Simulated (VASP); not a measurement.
# Al2Cu (P4/mmm) in VASP: a series of runs

Aim: see how the results for Al2Cu move with the level of theory and the settings. Levels: PBEsol+D3(BJ), PBEsol+D4, HSE06. Tasks: relaxation of cell and atoms, single point.

Everything below comes from runs of VASP 6.6.1. Logs are shortened: lines on timing, memory, paths and dates and some standing lists are left out, and cuts for length are marked.

## (1) The cell of the first run

It takes space group P4/mmm (No. 123, tetragonal). The conventional cell has a = 4.105 Å, b = 4.105 Å, c = 2.891 Å, α = 90.00°, β = 90.00°, γ = 90.00°. Cu (site symmetry 4/mmm) has 8 Al at 2.51 Å and 2 Cu at 2.89 Å within 3.3 Å. Within 3.3 Å of Al (site symmetry mmm) lie 4 Cu at 2.51 Å and 6 Al at 2.89 to 2.90 Å.

## (2) Relaxation of cell and atoms, PBEsol+D3(BJ)

Input file INCAR:

```
SYSTEM = Al2Cu
  PREC = Accurate
  ENCUT = 600
  EDIFF = 1E-7
  ISMEAR = -1
  SIGMA = 0.05
  LREAL = .FALSE.
  LASPH = .TRUE.
  NELM = 60
  ALGO = Fast
  ISIF = 3
  LWAVE = .FALSE.
  LCHARG = .FALSE.
  GGA = PS
  IVDW = 12
  IBRION = 2
  NSW = 60
  EDIFFG = -0.01
```

Input file KPOINTS:

```
Automatic mesh
0
G
  7 7 9
  0 0 0
```

Input file POSCAR:

```
Al2Cu
1.0
    4.1051820000      0.0000000000      0.0000000000
    0.0000000000      4.1051820000      0.0000000000
    0.0000000000      0.0000000000      2.8913130000
Cu Al
1 2
Direct
    0.0000000000      0.0000000000      0.0000000000
    0.0000000000      0.5000000000      0.5000000000
    0.5000000000      0.0000000000      0.5000000000
```

Potentials or basis: VASP PAW PBE potentials, release 64 (Cu, Al).

The run is started by

```bash
$ cat potpaw_PBE.64/Cu/POTCAR potpaw_PBE.64/Al/POTCAR > POTCAR
$ mpirun -np 1 vasp_std > vasp.out
```

OUTCAR:

```text
SYSTEM = Al2Cu
   PREC = Accurate
   ENCUT = 600
   EDIFF = 1E-7
   ISMEAR = -1
   LREAL = .FALSE.
   LASPH = .TRUE.
   NELM = 60
   ISIF = 3
   GGA = PS
   IVDW = 12
   IBRION = 2
   NSW = 60
   EDIFFG = -0.01
 IVDW          = 12

 ion  position               nearest neighbor table
   1  0.000  0.000  0.000-   2 2.51   3 2.51   2 2.51   3 2.51   2 2.51   2 2.51   3 2.51   3 2.51

   2  0.000  0.500  0.500-   1 2.51   1 2.51   1 2.51   1 2.51   3 2.90   3 2.90   3 2.90   3 2.90

   3  0.500  0.000  0.500-   1 2.51   1 2.51   1 2.51   1 2.51   2 2.90   2 2.90   2 2.90   2 2.90

  LATTYP: Found a simple tetragonal cell.
 ALAT       =     4.1051820000
 C/A-ratio  =     0.7043081159

  Lattice vectors:

 A1 = (   4.1051820000,   0.0000000000,   0.0000000000)
 A2 = (   0.0000000000,   4.1051820000,   0.0000000000)
 A3 = (   0.0000000000,   0.0000000000,   2.8913130000)

Analysis of symmetry for initial positions (statically):
=====================================================================
 Subroutine PRICEL returns:
 Original cell was already a primitive cell.

 Routine SETGRP: Setting up the symmetry group for a
 simple tetragonal supercell.

 Subroutine GETGRP returns: Found 16 space group operations
 (whereof 16 operations were pure point group operations)
 out of a pool of 16 trial point group operations.

The static configuration has the point symmetry D_4h.

Analysis of symmetry for dynamics (positions and initial velocities):
=====================================================================
 Subroutine PRICEL returns:
 Original cell was already a primitive cell.

 Routine SETGRP: Setting up the symmetry group for a
 simple tetragonal supercell.

 Subroutine GETGRP returns: Found 16 space group operations
 (whereof 16 operations were pure point group operations)
 out of a pool of 16 trial point group operations.

The dynamic configuration has the point symmetry D_4h.

 Subroutine INISYM returns: Found 16 space group operations
 (whereof 16 operations are pure point group operations),
 and found     1 'primitive' translations

----------------------------------------------------------------------------------------

                                     Primitive cell

  volume of cell :      48.7259

  direct lattice vectors                    reciprocal lattice vectors
     4.105182000  0.000000000  0.000000000     0.243594559  0.000000000  0.000000000
     0.000000000  4.105182000  0.000000000     0.000000000  0.243594559  0.000000000
     0.000000000  0.000000000  2.891313000     0.000000000  0.000000000  0.345863627

  length of vectors
     4.105182000  4.105182000  2.891313000     0.243594559  0.243594559  0.345863627

  position of ions in fractional coordinates (direct lattice)
     0.000000000  0.000000000  0.000000000
     0.000000000  0.500000000  0.500000000
     0.500000000  0.000000000  0.500000000

  ion indices of the primitive-cell ions
[... 77 lines left out ...]
   LREAL  =      F    real-space projection
   EDIFFG = -.1E-01   stopping-criterion for IOM
   NSW    =     60    number of steps for IOM
   IBRION =      2    ionic relax: 0-MD 1-quasi-New 2-CG
   NFREE  =      1    steps in history (QN), initial steepest desc. (CG)
   ISIF   =      3    stress and relaxation
   ISYM   =      2    0-nonsym 1-usesym 2-fastsym
   POTIM  = 0.5000    time-step for ionic-motion
   TEBEG  =    0.0;   TEEND  =   0.0 temperature during run
   PSTRESS=    0.0 pullay stress
   NELECT =      17.0000    total number of electrons
   NUPDOWN=      -1.0000    fix difference up-down
   EMIN   =  10.00;   EMAX   =-10.00  energy-range for DOS
   EFERMI =   0.00;   METHOD = LEGACY
   ISMEAR =    -1;   SIGMA  =   0.05  broadening in eV -4-tet -1-fermi 0-gaus
   EFERMI_NEDOS =   21; number of points for ismear=-14 and -15
   IALGO  =     68    algorithm
   IMIX   =      4    mixing-type and parameters
     AMIX     =   0.40;   BMIX     =  1.00
     AMIX_MAG =   1.60;   BMIX_MAG =  1.00
  volume/ion in A,a.u.               =      16.24       109.61
  Fermi-wavevector in a.u.,A,eV,Ry     =   1.152492  2.177894 18.071765  1.328237
  Thomas-Fermi vector in A             =   2.289142
   LORBIT       =      0    0 simple, 1 ext, 2 COOP (PROOUT), +10 PAW based schemes
   GGA     = PS    functional components
   LHFCALC =     F    Hartree Fock is set to
   AEXX    =    0.0000 exact exchange contribution
   IVDW    =    12    specifies the selected vdW correction
   LEPSILON=     F    determine dielectric tensor
   LRPA    =     F    only Hartree local field effects (RPA)
 conjugate gradient relaxation of ions
 non-spin polarized calculation
 RMM-DIIS sequential band-by-band and
  energy-cutoff  :      600.00
  volume of cell :       48.73
 maximum number of plane-waves:      1652
 NGX is ok and might be reduce to    36
   NGX = 17   NGY = 17   NGZ = 11

--------------------------------------- Ionic step        1  -------------------------------------------

 number of electron      16.9999992 magnetization

 Free energy of the ion-electron system (eV)
  ---------------------------------------------------
  ext. energy  EPLUGINS =         0.00000000
  ---------------------------------------------------
  free energy    TOTEN  =       -12.55529739 eV

  energy without entropy =      -12.54322488  energy(sigma->0) =      -12.54926113

------------------------ aborting loop because EDIFF is reached ----------------------------------------

 Edisp (eV)   -1.02093

 E8    (eV) :    -0.6802
[... 196 lines left out ...]
--------------------------------------- Ionic step        6  -------------------------------------------

 number of electron      16.9999996 magnetization

 Free energy of the ion-electron system (eV)
  ---------------------------------------------------
  ext. energy  EPLUGINS =         0.00000000
  ---------------------------------------------------
  free energy    TOTEN  =       -12.54557262 eV

  energy without entropy =      -12.53365686  energy(sigma->0) =      -12.53961474

 E-fermi :   7.6733     XC(G=0): -10.7272

 val. band max:        7.6702549263   @ k =   0.2857   0.2857   0.2222
 cond. band min:       7.6953758477   @ k =   0.0000   0.0000   0.0000
 fundamental gap:      0.0251209214
 Fermi energy:         7.6733386618

 k-point     1 :       0.0000    0.0000    0.0000
  band No.  band energies     occupation
      1      -3.2560      2.00000
      2       1.9779      2.00000
      3       2.4556      2.00000
      4       3.1812      2.00000
      5       3.4103      2.00000
      6       3.4103      2.00000
      7       5.1246      2.00000
      8       5.1246      2.00000
      9       7.6954      0.78313
     10       8.4722      0.00000
     11      14.0070      0.00000
     12      14.0077      0.00000
[... 331 lines left out ...]
 k-point    24 :       0.4286    0.0000    0.2222
  band No.  band energies     occupation
      1      -0.9190      2.00000
      2       0.6662      2.00000
      3       2.6716      2.00000
      4       2.8910      2.00000
      5       3.1048      2.00000
      6       3.1333      2.00000
      7       3.4545      2.00000
      8       7.7113      0.63753
      9       9.4003      0.00000
     10       9.5270      0.00000
     11      10.0321      0.00000
     12      11.1951      0.00000

 [... further k-points ...]

------------------------ aborting loop because EDIFF is reached ----------------------------------------

 Edisp (eV)   -1.08288

 E8    (eV) :    -0.7214
[... 26 lines left out ...]
  FREE ENERGIE OF THE ION-ELECTRON SYSTEM (eV)
  ---------------------------------------------------
  free  energy   TOTEN  =       -13.6284502860 eV

  energy  without entropy=      -13.6165345180  energy(sigma->0) =      -13.62249240

 reached required accuracy - stopping structural energy minimisation
```

OSZICAR:

```text
N       E                     dE             d eps       ncg     rms          rms(c)
DAV:   1     0.731215725692E+02    0.73122E+02   -0.77551E+03  1200   0.165E+03
DAV:   2    -0.114692416984E+02   -0.84591E+02   -0.79704E+02  1208   0.266E+02
DAV:   3    -0.147975806366E+02   -0.33283E+01   -0.31814E+01  1580   0.671E+01
[... 79 lines left out ...]
RMM:   4    -0.125455713132E+02    0.28056E-04   -0.95978E-05  1209   0.138E-01    0.393E-03
RMM:   5    -0.125455722728E+02   -0.95963E-06   -0.17767E-05  1226   0.649E-02    0.562E-03
RMM:   6    -0.125455723210E+02   -0.48260E-07   -0.82101E-06  1237   0.488E-02    0.213E-03
RMM:   7    -0.125455725498E+02   -0.22877E-06   -0.26670E-06  1201   0.262E-02    0.185E-03
RMM:   8    -0.125455726061E+02   -0.56237E-07   -0.10714E-06  1166   0.126E-02    0.358E-04
RMM:   9    -0.125455726248E+02   -0.18763E-07   -0.19391E-07   839   0.561E-03
   6 F= -.13628450E+02 E0= -.13622492E+02  d E =-.259223E-03
```

CONTCAR:

```text
Al2Cu
   1.00000000000000
     4.0390106583093957    0.0000000000000000    0.0000000000000000
     0.0000000000000000    4.0390106583093957   -0.0000000000000000
     0.0000000000000000    0.0000000000000000    2.8185383309822809
  Cu              Al
     1     2
Direct
     0.0000000000000000    0.0000000000000000    0.0000000000000000
     0.0000000000000000    0.5000000000000000    0.5000000000000000
     0.5000000000000000    0.0000000000000000    0.5000000000000000

  0.00000000E+00  0.00000000E+00  0.00000000E+00
  0.00000000E+00  0.00000000E+00  0.00000000E+00
  0.00000000E+00  0.00000000E+00  0.00000000E+00
```

Wall time 2.8 min (1 thread of Intel Xeon Platinum 8175M at 2.50GHz (Skylake/Cascade Lake), shared host); peak memory 0.21 GiB.

What came out:

| Quantity | Value |
| --- | --- |
| Free energy | -13.6285 eV |
| Relaxed volume | 15.33 Å³/atom |
| Relaxed cell | a = 4.039 Å, b = 4.039 Å, c = 2.819 Å, α = 90.00°, β = 90.00°, γ = 90.00° |
| Space group after relaxing (to 0.05 Å) | P4/mmm (No. 123) |
| Energy gained by relaxing | 17.4 meV/atom |
| Ionic steps | 6 |
| Pressure after relaxing | -0.1 GPa |
| Dispersion energy per atom | -0.361 eV |

Step by step:
| step | energy change (eV) | largest force (eV/Å) | pressure (GPa) | volume (Å³) |
| --- | --- | --- | --- | --- |
| 1 | 0.0000 | 0.0000 | -5.50 | 48.73 |
| 2 | -0.0440 | 0.0000 | 2.55 | 44.90 |
| 3 | -0.0520 | 0.0000 | 0.09 | 45.91 |
| 4 | -0.0520 | 0.0000 | -0.07 | 45.96 |
| 5 | -0.0522 | 0.0000 | -0.06 | 45.97 |
| 6 | -0.0522 | 0.0000 | -0.08 | 45.98 |

Final structure:
```
Cu Al
1.0
     4.03901    0.00000    0.00000
     0.00000    4.03901    0.00000
     0.00000    0.00000    2.81854
Cu Al
1 2
Direct
  0.00000 0.00000 0.00000
  0.00000 0.50000 0.50000
  0.50000 0.00000 0.50000
```

Levels at points of the mesh, in eV from the Fermi level:
| k point | band 6 | band 7 | band 8 | band 9 | band 10 | band 11 |
| --- | --- | --- | --- | --- | --- | --- |
| (0.00, 0.00, 0.00) | -4.26 | -2.55 | -2.55 | 0.02 | 0.80 | 6.33 |

Caveat: the PAW data sets were made with another functional, which shifts forces and pressure a little; pairwise dispersion overbinds metals, which lowers pressure and volume.

[end of part 1 of 2]
